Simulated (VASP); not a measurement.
The system is Ni.

```
CELL_PARAMETERS angstrom
2.48351 0.00000 0.00000
-1.24176 2.15078 0.00000
0.00000 0.00000 4.08969
ATOMIC_POSITIONS crystal
Ni 0.33333 0.66667 0.75000
Ni 0.66667 0.33333 0.25000
```

This isn't the form of Ni at room conditions, which is fcc.

Base run:

* Program: VASP 6.6.1
* Functional: PBE
* Potentials or basis: VASP PAW PBE potentials, release 64 (Ni)
* Cutoff: 520 eV
* k mesh: 20 × 20 × 10
* Occupations: gaussian, width 0.05 eV
* Spin: collinear spin, ferromagnetic start
* Starting moments: [0.5, 0.5] μB

Its results: pressure -0.1 GPa; net moment 1.27 μB per cell; site moments Ni +0.65 μB.

Task: The run is repeated on the same cell with these changes: spin from collinear spin, ferromagnetic start to collinear spin, antiferromagnetic start; moments at the start from [0.5, 0.5] to [0.8, -0.8]. What comes out?

Result: Pressure -0.7 GPa; net moment 0.00 μB per cell; site moments Ni +0.30, -0.30 μB.
